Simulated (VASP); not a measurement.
# Ru (Fm-3m) in VASP: notebook, part 2 of 2

VASP 6.6.1. The steps go on from the part before.

### Step 3. Single point, PBE+D3(BJ)

This run uses another cell than the first one, of 13.50 Å³/atom, 0.991 times its volume.

The input, INCAR:

```
PREC = Accurate
ENCUT = 520
EDIFF = 1E-6
ISMEAR = 0
SIGMA = 0.1
LREAL = False
LASPH = True
NELM = 80
ALGO = Normal
ISIF = 2
LWAVE = False
LCHARG = False
GGA = PE
IVDW = 12
NBANDS = 13
```

The input, KPOINTS:

```
Automatic mesh
0
Gamma
  18 18 18
```

The input, POSCAR:

```
Ru
1.0
    0.0000000000      1.8899945561      1.8899945561
    1.8899945561      0.0000000000      1.8899945561
    1.8899945561      1.8899945561      0.0000000000
Ru
1
Direct
    0.0000000000      0.0000000000      0.0000000000
```

Potentials or basis: VASP PAW PBE potentials, release 64 (Ru_pv).

Command:

```console
$ cat potpaw_PBE.64/Ru_pv/POTCAR > POTCAR
$ mpirun -np 1 vasp_std > vasp.out
```

OUTCAR:

```text
PREC = Accurate
   ENCUT = 520
   EDIFF = 1E-6
   ISMEAR = 0
   LREAL = False
   LASPH = True
   NELM = 80
   ISIF = 2
   GGA = PE
   IVDW = 12
 IVDW          = 12

 ion  position               nearest neighbor table
   1  0.000  0.000  0.000-

  LATTYP: Found a face centered cubic cell.
 ALAT       =     3.7799891122

  Lattice vectors:

 A1 = (   0.0000000000,   1.8899945561,   1.8899945561)
 A2 = (   1.8899945561,   0.0000000000,   1.8899945561)
 A3 = (   1.8899945561,   1.8899945561,   0.0000000000)

Analysis of symmetry for initial positions (statically):
=====================================================================
 Subroutine PRICEL returns:
 Original cell was already a primitive cell.

 Routine SETGRP: Setting up the symmetry group for a
 face centered cubic supercell.

 Subroutine GETGRP returns: Found 48 space group operations
 (whereof 48 operations were pure point group operations)
 out of a pool of 48 trial point group operations.

The static configuration has the point symmetry O_h .

Analysis of symmetry for dynamics (positions and initial velocities):
=====================================================================
 Subroutine PRICEL returns:
 Original cell was already a primitive cell.

 Routine SETGRP: Setting up the symmetry group for a
 face centered cubic supercell.

 Subroutine GETGRP returns: Found 48 space group operations
 (whereof 48 operations were pure point group operations)
 out of a pool of 48 trial point group operations.

The dynamic configuration has the point symmetry O_h .

 Subroutine INISYM returns: Found 48 space group operations
 (whereof 48 operations are pure point group operations),
 and found     1 'primitive' translations

----------------------------------------------------------------------------------------

                                     Primitive cell

  volume of cell :      13.5024

  direct lattice vectors                    reciprocal lattice vectors
     0.000000000  1.889994556  1.889994556    -0.264551027  0.264551027  0.264551027
     1.889994556  0.000000000  1.889994556     0.264551027 -0.264551027  0.264551027
     1.889994556  1.889994556  0.000000000     0.264551027  0.264551027 -0.264551027

  length of vectors
     2.672855934  2.672855934  2.672855934     0.458215819  0.458215819  0.458215819

  position of ions in fractional coordinates (direct lattice)
     0.000000000  0.000000000  0.000000000

  ion indices of the primitive-cell ions
   primitive index   ion index
                 1           1

----------------------------------------------------------------------------------------

 KPOINTS: Automatic mesh

Automatic generation of k-mesh.
 Grid dimensions read from file:
 generate k-points for:   18   18   18

 Generating k-lattice:

  Cartesian coordinates                     Fractional coordinates (reciprocal lattice)
    -0.014697279  0.014697279  0.014697279     0.055555556  0.000000000  0.000000000
     0.014697279 -0.014697279  0.014697279     0.000000000  0.055555556  0.000000000
     0.014697279  0.014697279 -0.014697279     0.000000000  0.000000000  0.055555556

  Length of vectors
     0.025456434  0.025456434  0.025456434

  Shift w.r.t. Gamma in fractional coordinates (k-lattice)
     0.000000000  0.000000000  0.000000000

 Subroutine IBZKPT returns following result:
 ===========================================

 Found    195 irreducible k-points:

 Following reciprocal coordinates:
            Coordinates               Weight
  0.000000  0.000000  0.000000      1.000000
  0.055556  0.000000  0.000000      8.000000
  0.111111  0.000000  0.000000      8.000000
  0.166667  0.000000  0.000000      8.000000
  0.222222  0.000000  0.000000      8.000000
  0.277778  0.000000  0.000000      8.000000
[... 16 lines left out ...]
 -0.277778  0.055556  0.000000     24.000000
 -0.222222  0.055556  0.000000     24.000000
 [... further k-points ...]
   k-points           NKPTS =    195   k-points in BZ     NKDIM =    195   number of bands    NBANDS=     13
   number of dos      NEDOS =    301   number of ions     NIONS =      1
   total plane-waves  NPLWV =   8000
   dimension x,y,z NGX =    20 NGY =   20 NGZ =   20
   dimension x,y,z NGXF=    40 NGYF=   40 NGZF=   40
   ions per type =               1
   NGX,Y,Z   is equivalent  to a cutoff of  12.44, 12.44, 12.44 a.u.
   NGXF,Y,Z  is equivalent  to a cutoff of  24.88, 24.88, 24.88 a.u.
 SYSTEM =  unknown system
   PREC   = accura    normal or accurate (medium, high low for compatibility)
   ISTART =      0    job   : 0-new  1-cont  2-samecut
   ICHARG =      2    charge: 1-file 2-atom 10-const
   ISPIN  =      1    spin polarized calculation?
   LNONCOLLINEAR =      F non collinear calculations
   LSORBIT =      F    spin-orbit coupling
   LASPH  =      T    aspherical Exc in radial PAW
   ENCUT  =  520.0 eV  38.22 Ry    6.18 a.u.   4.97  4.97  4.97*2*pi/ulx,y,z
   NELM   =     80;   NELMIN=  2; NELMDL= -5     # of ELM steps
   EDIFF  = 0.1E-05   stopping-criterion for ELM
   LREAL  =      F    real-space projection
   EDIFFG = 0.1E-04   stopping-criterion for IOM
   NSW    =      0    number of steps for IOM
   IBRION =     -1    ionic relax: 0-MD 1-quasi-New 2-CG
   NFREE  =      0    steps in history (QN), initial steepest desc. (CG)
   ISIF   =      2    stress and relaxation
   ISYM   =      2    0-nonsym 1-usesym 2-fastsym
   POTIM  = 0.5000    time-step for ionic-motion
   TEBEG  =    0.0;   TEEND  =   0.0 temperature during run
   PSTRESS=    0.0 pullay stress
   NELECT =      14.0000    total number of electrons
   NUPDOWN=      -1.0000    fix difference up-down
   EMIN   =  10.00;   EMAX   =-10.00  energy-range for DOS
   EFERMI =   0.00;   METHOD = LEGACY
   ISMEAR =     0;   SIGMA  =   0.10  broadening in eV -4-tet -1-fermi 0-gaus
   EFERMI_NEDOS =   21; number of points for ismear=-14 and -15
   IALGO  =     38    algorithm
   IMIX   =      4    mixing-type and parameters
     AMIX     =   0.40;   BMIX     =  1.00
     AMIX_MAG =   1.60;   BMIX_MAG =  1.00
  volume/ion in A,a.u.               =      13.50        91.12
  Fermi-wavevector in a.u.,A,eV,Ry     =   1.656966  3.131212 37.355294  2.745537
  Thomas-Fermi vector in A             =   2.744800
   LORBIT       =      0    0 simple, 1 ext, 2 COOP (PROOUT), +10 PAW based schemes
   GGA     = PE    functional components
   LHFCALC =     F    Hartree Fock is set to
   AEXX    =    0.0000 exact exchange contribution
   IVDW    =    12    specifies the selected vdW correction
   LEPSILON=     F    determine dielectric tensor
   LRPA    =     F    only Hartree local field effects (RPA)
 non-spin polarized calculation
 Gauss-broadening in eV      SIGMA  =   0.10
  energy-cutoff  :      520.00
  volume of cell :       13.50
 maximum number of plane-waves:       375
   NGX =  9   NGY =  9   NGZ =  9

 number of electron      14.0000006 magnetization

 Free energy of the ion-electron system (eV)
  ---------------------------------------------------
  ext. energy  EPLUGINS =         0.00000000
  ---------------------------------------------------
  free energy    TOTEN  =        -9.11801824 eV

  energy without entropy =       -9.11319579  energy(sigma->0) =       -9.11560702

 E-fermi :  12.8182     XC(G=0): -14.1520

 val. band max:       12.8016876432   @ k =   0.3333   0.2778   0.0000
 cond. band min:      12.8274470771   @ k =   0.1667   0.0556   0.0000
 fundamental gap:      0.0257594339
 Fermi energy:        12.8181575442

 k-point     1 :       0.0000    0.0000    0.0000
  band No.  band energies     occupation
      1     -29.5689      2.00000
      2     -29.5689      2.00000
      3     -29.5689      2.00000
      4       4.9180      2.00000
      5      10.2570      2.00000
      6      10.2570      2.00000
      7      10.2570      2.00000
      8      12.7279      1.79844
      9      12.7279      1.79844
     10      23.3948      0.00000
     11      27.9103      0.00000
     12      33.6831      0.00000
     13      33.6831      0.00000
[... 353 lines left out ...]
 k-point    24 :      -0.2222    0.0556    0.0000
  band No.  band energies     occupation
      1     -30.0985      2.00000
      2     -29.6745      2.00000
      3     -29.6267      2.00000
      4       6.8227      2.00000
      5       9.7916      2.00000
      6      10.6847      2.00000
      7      10.7563      2.00000
      8      12.4597      2.00000
      9      13.2805      0.00000
     10      23.3947      0.00000
     11      28.4107      0.00000
     12      30.4401      0.00000
     13      36.0326      0.00000

 [... further k-points ...]

------------------------ aborting loop because EDIFF is reached ----------------------------------------

 Edisp (eV)   -0.62766

 E8    (eV) :    -0.2864

  FORCE on cell =-STRESS in cart. coord.  units (eV):
  Direction    XX          YY          ZZ          XY          YZ          ZX
  --------------------------------------------------------------------------------------
  -------------------------------------------------------------------------------------
  Total      -0.00503    -0.00503    -0.00503     0.00000     0.00000     0.00000
  in kB      -0.59721    -0.59721    -0.59721     0.00000     0.00000     0.00000
  external pressure =       -0.60 kB  Pullay stress =        0.00 kB

 VOLUME and BASIS-vectors are now :
 -----------------------------------------------------------------------------
  energy-cutoff  :      520.00
  volume of cell :       13.50
      direct lattice vectors                 reciprocal lattice vectors
     0.000000000  1.889994556  1.889994556    -0.264551027  0.264551027  0.264551027
     1.889994556  0.000000000  1.889994556     0.264551027 -0.264551027  0.264551027
     1.889994556  1.889994556  0.000000000     0.264551027  0.264551027 -0.264551027

 POSITION                                       TOTAL-FORCE (eV/Angst)
 -----------------------------------------------------------------------------------
      0.00000      0.00000      0.00000        -0.000000      0.000000      0.000000
 -----------------------------------------------------------------------------------
    total drift:                                0.000000     -0.000000      0.000000

  FREE ENERGIE OF THE ION-ELECTRON SYSTEM (eV)
  ---------------------------------------------------
  free  energy   TOTEN  =        -9.7456829216 eV

  energy  without entropy=       -9.7408604790  energy(sigma->0) =       -9.74327170
```

Wall time 18 s (1 thread of Intel Xeon 6975P-C, shared host); peak memory 0.16 GiB.

What came out:

```yaml
Free_energy: -9.7457 eV
Pressure: -0.1 GPa
Band_gap_on_the_k_mesh: zero (band 7 reaches 15.14 eV, above the bottom of band 8 at 11.66 eV)
Dispersion_energy_per_atom: -0.628 eV
```

Caveat: pairwise dispersion overbinds metals, which lowers pressure and volume.

### Step 4. Relaxation of cell and atoms, PBE+D3(BJ)

The input, INCAR:

```
ALGO = Fast ; EDIFF = 1E-6
EDIFFG = -0.005 ; ENCUT = 600
GGA = PE ; IBRION = 2
ISIF = 3 ; ISMEAR = 0
IVDW = 12 ; LASPH = True
LCHARG = False ; LREAL = False
LWAVE = False ; NELM = 60
NSW = 100 ; PREC = Accurate
SIGMA = 0.1
```

The input, KPOINTS:

```
k-points
0
Gamma
  18 18 18
```

The input, POSCAR:

```
Ru
1.0
    0.0000000000      1.8956891339      1.8956891339
    1.8956891339      0.0000000000      1.8956891339
    1.8956891339      1.8956891339      0.0000000000
Ru
1
Direct
    0.0000000000      0.0000000000      0.0000000000
```

Command:

```console
$ cat potpaw_PBE.64/Ru_pv/POTCAR > POTCAR
$ mpirun -np 1 vasp_std > vasp.out
```

It took 51 s on 1 thread of Intel Xeon 6975P-C, shared host; peak memory 0.18 GiB.

Results (log left out):

```
Free energy                            : -9.7460 eV
Relaxed volume                         : 13.50 Å³/atom
Relaxed cell                           : a = 2.673 Å, b = 2.673 Å, c = 2.673 Å, α = 60.00°, β = 60.00°, γ = 60.00°
Space group after relaxing (to 0.05 Å) : Fm-3m (No. 225)
Energy gained by relaxing              : 1.2 meV/atom
Ionic steps                            : 3
Pressure after relaxing                : 0.0 GPa
Band gap on the k mesh                 : zero (band 7 reaches 15.14 eV, above the bottom of band 8 at 11.67 eV)
Dispersion energy per atom             : -0.628 eV
```

Step by step:
```
step  energy change (eV)  largest force (eV/Å)  pressure (GPa)  volume (Å³)
   1              0.0000                0.0000           -3.10        13.62
   2              0.0108                0.0000           10.10        13.11
   3             -0.0012                0.0000            0.00        13.50
```

Final structure:
```
Ru
1.0
     0.00000    1.88991    1.88991
     1.88991    0.00000    1.88991
     1.88991    1.88991    0.00000
Ru
1
Cartesian
  0.0000 0.0000 0.0000
```

Levels at points of the mesh, in eV from the Fermi level:
```csv
k point,band 5,band 6,band 7,band 8,band 9,band 10
"(0.00, 0.00, 0.00)",-2.56,-2.56,-2.56,-0.09,-0.09,10.58
"(0.50, 0.00, 0.00)",-2.69,-2.69,1.07,1.80,1.80,10.21
"(0.50, 0.50, 0.00)",-5.92,1.76,2.32,2.32,3.73,10.58
```

Caveat: pairwise dispersion overbinds metals, which lowers pressure and volume.

### Step 5. Summary

```csv
task,cell,k mesh,cutoff (eV),gap on the mesh (eV),pressure (GPa)
single point,"a = 2.681 Å, angles 60.0°, 1 atom",8 × 8 × 8,520,none,-3.8
single point,"a = 2.673 Å, angles 60.0°, 1 atom",18 × 18 × 18,520,none,-0.1
relaxation of cell and atoms,"relaxed from a = 2.681 Å, angles 60.0°, 1 atom",18 × 18 × 18,600,none,0.0
```

Alike in all rows: level PBE+D3(BJ); potentials or basis VASP PAW PBE potentials, release 64 (Ru_pv); no spin polarisation; smearing gaussian 0.1 eV.

Caveats: pairwise dispersion overbinds metals, which lowers pressure and volume.

Total energies depend on the potentials used, so only differences within one code and one set of settings carry meaning.
